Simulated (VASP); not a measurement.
A run of VASP 6.6.1:

The input INCAR:

```
SYSTEM = SiGe
ALGO     = Normal         ! electronic algorithm
EDIFF    = 1E-6           ! SCF threshold, eV
EDIFFG   = -0.01          ! ionic threshold
ENCUT    = 600            ! plane-wave cutoff, eV
GGA      = PS             ! functional
IBRION   = 2              ! ionic algorithm
ISIF     = 4              ! what is computed and relaxed
ISMEAR   = 0              ! smearing method
LASPH    = .TRUE.         ! aspherical terms in the spheres
LCHARG   = .FALSE.        ! write CHGCAR
LREAL    = .FALSE.        ! projectors in reciprocal space
LWAVE    = .FALSE.        ! write WAVECAR
NELM     = 100            ! most SCF steps
NSW      = 50             ! ionic steps
PREC     = Accurate       ! precision mode
SIGMA    = 0.02           ! smearing width, eV
```

File KPOINTS:

```
k-points
0
G
  12 12 6
  0 0 0
```

File POSCAR:

```
SiGe
1.0
    3.9392191826      0.0000000000      0.0000000000
   -1.9696095913      3.4114638832      0.0000000000
    0.0000000000      0.0000000000      6.5071928948
Si Ge
2 2
Direct
    0.6666666667      0.3333333333      0.8745463424
    0.3333333333      0.6666666667      0.3745463424
    0.6666666667      0.3333333333      0.5004526576
    0.3333333333      0.6666666667      0.0004526576
```

Potentials or basis: VASP PAW PBE potentials, release 64 (Si, Ge_d).

Launch:

```sh
$ cat potpaw_PBE.64/Si/POTCAR potpaw_PBE.64/Ge_d/POTCAR > POTCAR
$ mpirun -np 1 vasp_std > vasp.out
```

Hardware: 1 thread of Intel(R) Xeon(R) 6975P-C (Granite Rapids) (shared host).

Task: How long does it take, and how much memory?

Result: Run time: 91 s on 1 thread of Intel(R) Xeon(R) 6975P-C (Granite Rapids), with other jobs on the host, peak memory 0.33 GiB. Counts: scf iterations 16, k points 76, ion steps 2.
